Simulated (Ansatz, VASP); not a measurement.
**One calculation of AlN, two programs**

```xyz
4
Lattice="3.1100 0.0000 0.0000 -1.5550 2.6933 0.0000 0.0000 0.0000 4.9800" Properties=species:S:1:pos:R:3 pbc="T T T"
Al    1.5550    0.8978    0.0000
Al    0.0000    1.7956    2.4900
N     1.5550    0.8978    1.9024
N     0.0000    1.7956    4.3924
```

Alike in both runs: task electric field gradients; functional r2SCAN; k mesh 11 × 11 × 6; occupations fermi-dirac, width 0.02 eV; no spin polarisation.

|  | VASP | Ansatz |
| --- | --- | --- |
| version | VASP 6.6.1 | Ansatz 0.2.0 |
| potentials or method | VASP PAW PBE potentials, release 64 (Al, N) | plane-wave PAW, scalar-relativistic |
| plane-wave cutoff (eV) | 520 | 500 |
| valence electrons in the cell | 16 | 16 |

VASP gave:

* gap on the k mesh at the Fermi level (eV): 4.89
* pressure (GPa): -0.9
* traceless stress, the component that is largest in VASP (GPa): 0.07
* rms of the force components (eV/Å): 0.009
* size of Vzz on the site where it differs most (V/Å²): 5.3

Task: Which values does Ansatz return?

Result: gap on the k mesh at the Fermi level (eV): 4.85; pressure (GPa): -0.5; traceless stress, the component that is largest in VASP (GPa): 0.06; rms of the force components (eV/Å): 0.010; size of Vzz on the site where it differs most (V/Å²): 5.1.

VASP's potentials were made for PBE, not for r2SCAN. Atom by atom the forces differ by 0.001 eV/Å (rms over components).
